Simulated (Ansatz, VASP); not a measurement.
# TaN: VASP beside Ansatz

The input INCAR:

```
PREC = Accurate
ENCUT = 700
EDIFF = 1E-6
ISMEAR = 0
SIGMA = 0.15
LREAL = F
LASPH = T
NELM = 120
ALGO = Normal
ISIF = 2
LWAVE = F
LCHARG = T
LELF = T
LVHAR = T
NBANDS = 16
GGA_COMPAT = F
```

KPOINTS

```
regular mesh
0
Gamma
  18 18 18
```

File POSCAR:

```
TaN
1.0
    0.0000000000      2.1742693740      2.1742693740
    2.1742693740      0.0000000000      2.1742693740
    2.1742693740      2.1742693740      0.0000000000
Ta N
1 1
Direct
    0.4965109728      0.5034890272      0.5034890272
    0.0450726121     -0.0450726121     -0.0450726121
```

Input for Ansatz:

```yaml
crystal:
  lattice:
    - [0.0, 2.174269374, 2.174269374]
    - [2.174269374, 0.0, 2.174269374]
    - [2.174269374, 2.174269374, 0.0]
  atoms:
    - { symbol: Ta, position: [0.4965109728, 0.5034890272, 0.5034890272] }
    - { symbol: "N", position: [0.0450726121, -0.0450726121, -0.0450726121] }
basis:
  ecutwfc: 520.0
kpoints:
  mp_grid: { grid: [18, 18, 18] }
hamiltonian:
  xc: lda
scf:
  occupations: { method: gaussian, width: 0.15 }
output:
  forces: true
  stress: true
  eigenvalues: true
```

Change from the starting cell: mode 4 frozen in at -0.196 Å and mode 6 at +0.000 Å (largest displacements).

Alike in both runs: task single point; functional LDA; k mesh 18 × 18 × 18; occupations gaussian, width 0.15 eV; no spin polarisation.

```csv
,VASP,Ansatz
version,VASP 6.6.1,Ansatz 0.2.0
potentials or method,"VASP PAW LDA potentials, release 64 (Ta_sv_GW, N), cutoff 700 eV","scalar-relativistic, plane waves, PAW"
valence electrons in the cell,18,18
```

Ansatz gave:

- gap on the k mesh at the Fermi level (eV): none
- pressure (GPa): 8.4
- traceless stress, the component that is largest in VASP (GPa): 16.72
- rms of the force components (eV/Å): 1.423

Problem. What did VASP give for the same quantities?

Solution. gap on the k mesh at the Fermi level (eV): none; pressure (GPa): 9.6; traceless stress, the component that is largest in VASP (GPa): 16.99; rms of the force components (eV/Å): 1.455.

LDA's correlation is that of Perdew and Zunger in VASP and of Perdew and Wang (1992) in Ansatz. Atom by atom the forces differ by 0.032 eV/Å (rms over components). A gap of «none» marks a metal or a gap that the smearing closes.

Neither program's run includes spin-orbit coupling.
